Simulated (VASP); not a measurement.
Runs of VASP 6.6.1 on Sr. The structure is that of space group Pm-3m (No. 221), or close to it. The cells are those of the table. This isn't the form of Sr at room conditions, which is fcc.

```csv
cell,gap on the mesh (eV),pressure (GPa)
"a = 3.883 Å, 1 atom",none,(b)
"a = 3.805 Å, 1 atom",none,0.3
"a = 3.857 Å, 1 atom",none,(a)
"a = 3.831 Å, 1 atom",none,0.1
"a = 3.778 Å, 1 atom",none,0.4
```

Alike in all rows: task single point; level PBE; potentials or basis VASP PAW PBE potentials, release 64 (Sr_sv); no spin polarisation; k mesh 28 × 28 × 28; cutoff (eV) 520; smearing fermi-dirac 0.0612256 eV.

Problem. Estimate the missing entries.

Solution. (a) 0.0; (b) -0.2.

A k mesh can miss the band edges, and the runs leave out spin-orbit coupling on Sr.

A gap of «none» marks levels without a gap at the run's occupations.
